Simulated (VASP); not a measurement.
Wanted: the native input for a VASP 6.6.1 run.

```
Task                   : relaxation of cell and atoms
Functional             : PBEsol
Potentials or basis    : VASP PAW PBE potentials, release 64 (Yb)
Cutoff                 : 600 eV
k mesh                 : 10 × 10 × 10
Occupations            : fermi-dirac, width 0.1 eV
Spin                   : no spin polarisation
Dipole correction      : no
Further INCAR settings : ALGO = Normal; EDIFF = 1e-07; IBRION = 2; EDIFFG = -0.01; NSW = 80; ISIF = 3
```

The structure of Yb lies in POSCAR:

```
Yb
1.0
   -2.1771999128      2.1771999128      2.1771999128
    2.1771999128     -2.1771999128      2.1771999128
    2.1771999128      2.1771999128     -2.1771999128
Yb
1
Direct
    0.0000000000      0.0000000000      0.0000000000
```

This isn't the form of Yb at room conditions, which is fcc.

These files were run (other wordings do the same):

INCAR

```
  PREC = Accurate
  ENCUT = 600
  EDIFF = 1E-7
  ISMEAR = -1
  SIGMA = 0.1
  LREAL = F
  LASPH = T
  NELM = 60
  ALGO = Normal
  ISIF = 3
  LWAVE = F
  LCHARG = F
  GGA = PS
  IBRION = 2
  NSW = 80
  EDIFFG = -0.01
```

KPOINTS

```
regular mesh
0
Gamma
  10 10 10
```

Potentials or basis: VASP PAW PBE potentials, release 64 (Yb).

Launch:

```sh
$ cat potpaw_PBE.64/Yb/POTCAR > POTCAR
$ mpirun -np 1 vasp_std > vasp.out
```

Results of the run:

* Relaxed volume: 31.70 Å³/atom
* Relaxed cell: a = 3.453 Å, b = 3.453 Å, c = 3.453 Å, α = 109.47°, β = 109.47°, γ = 109.47°
* Space group after relaxing (to 0.1 Å): Im-3m (No. 229)
* Energy gained by relaxing: 146.9 meV/atom
* Ionic steps: 12
* Pressure after relaxing: 0.0 GPa
* Band gap on the k mesh: zero (bands 12 and 13 overlap by 0.54 eV)

Caveat: the volume moved by over 15 % at a fixed basis, so the end points are rough; the PAW data sets were made with another functional, which shifts forces and pressure a little; spin-orbit coupling is left out, which moves the levels of the heavy elements.

Run time: 15 min on 1 thread of Intel(R) Xeon(R) Platinum 8259CL CPU @ 2.50GHz (Skylake/Cascade Lake), with other jobs on the host, peak memory 0.23 GiB.
